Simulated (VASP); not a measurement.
**Ge3BSb3: single point with r2SCAN+rVV10**

Ge3BSb3:

```
CELL_PARAMETERS angstrom
6.44908 0.00000 0.30339
0.00000 3.82668 0.00000
0.24301 0.00000 6.64065
ATOMIC_POSITIONS crystal
Ge 0.45640 0.00000 0.29493
Ge 0.50991 0.50000 0.87814
Ge 0.04967 0.50000 0.15288
B 0.37523 0.50000 0.17510
Sb 0.85866 0.00000 0.36844
Sb 0.92382 0.50000 0.77415
Sb 0.32230 0.00000 0.68971
```

```yaml
Program: VASP 6.6.1
Task: single point
Functional: r2SCAN
Dispersion: rVV10
Potentials_or_basis: VASP PAW PBE potentials, release 64 (Ge_d, B, Sb)
Cutoff: 520 eV
k_mesh: 4 × 8 × 4
Occupations: fermi-dirac, width 0.03 eV
Spin: no spin polarisation
```

```
Pressure               : 0.2 GPa
Largest force          : 0.053 eV/Å
Band gap on the k mesh : zero (bands 30 and 31 overlap by 1.47 eV)
```

Forces on the atoms (eV/Å):
```
Ge  -0.010  0.000 -0.014
Ge   0.041  0.000  0.034
Ge   0.009  0.000 -0.025
B   -0.010  0.000  0.015
Sb  -0.027  0.000  0.042
Sb  -0.003  0.000 -0.019
Sb  -0.001  0.000 -0.033
```

Stress tensor (GPa, compression positive):
```
0.23 0.00 0.06
0.00 0.16 0.00
0.06 0.00 0.25
```

Levels at points of the mesh, in eV from the Fermi level:
| k point | band 26 | band 27 | band 28 | band 29 | band 30 | band 31 | band 32 | band 33 | band 34 | band 35 |
| --- | --- | --- | --- | --- | --- | --- | --- | --- | --- | --- |
| (0.00, 0.00, 0.00) | -0.78 | -0.77 | -0.56 | 0.71 | 0.84 | 1.39 | 1.81 | 2.20 | 2.53 | 3.18 |
| (0.50, 0.00, 0.00) | -1.81 | -1.28 | -0.74 | -0.41 | 0.29 | 1.14 | 1.39 | 1.90 | 2.40 | 2.52 |
| (0.00, 0.50, 0.00) | -4.13 | -3.15 | -2.67 | -2.26 | -1.78 | -0.60 | 1.73 | 1.97 | 4.12 | 4.27 |
| (0.50, 0.50, 0.00) | -3.77 | -2.76 | -2.36 | -1.73 | -1.63 | 0.23 | 1.02 | 2.09 | 2.47 | 3.41 |
| (0.00, 0.00, 0.50) | -2.16 | -1.50 | -1.15 | -0.31 | 0.41 | 1.41 | 1.55 | 2.16 | 3.24 | 3.68 |
| (0.50, 0.00, 0.50) | -2.42 | -2.12 | -1.40 | -1.08 | -0.89 | 0.33 | 1.67 | 1.95 | 2.77 | 3.10 |
| (0.00, 0.50, 0.50) | -3.26 | -2.80 | -2.44 | -2.11 | -0.78 | 0.47 | 0.73 | 1.11 | 2.48 | 3.79 |
| (0.50, 0.50, 0.50) | -2.40 | -2.11 | -2.02 | -1.50 | -1.47 | 0.09 | 0.80 | 0.84 | 1.24 | 1.35 |

Wall time 22 min on 1 thread of Intel Xeon 8259CL, with other jobs on the host, peak memory 0.71 GiB.

Caveat: the PAW data sets were made with another functional, which shifts forces and pressure a little; spin-orbit coupling is left out, which moves the levels of the heavy elements.
